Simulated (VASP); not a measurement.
Runs of VASP 6.6.1 on Zr3H. The structure is that of space group Pm-3m (No. 221), or close to it. The cells are those of the table. 

```tsv
task	cell	k mesh	cutoff (eV)	gap on the mesh (eV)	pressure (GPa)
single point	a = 4.021 Å, 4 atoms	4 × 4 × 4	520	none	(a)
single point	a = 4.248 Å, 4 atoms	4 × 4 × 4	520	none	0.3
single point	a = 4.242 Å, 4 atoms	12 × 12 × 12	520	none	0.0
relaxation of cell and atoms	relaxed from a = 4.021 Å, 4 atoms	4 × 4 × 4	600	none	0.0
```

Alike in all rows: level PBE; potentials or basis VASP PAW PBE potentials, release 64 (Zr_sv, H); no spin polarisation; smearing gaussian 0.1 eV.

**Question.** Estimate the missing entries.

**Answer.** (a) 16.3.

Caveats: some runs use coarse meshes.

A k mesh can miss the band edges, and the runs leave out spin-orbit coupling on Zr.

A gap of «none» marks levels without a gap at the run's occupations.
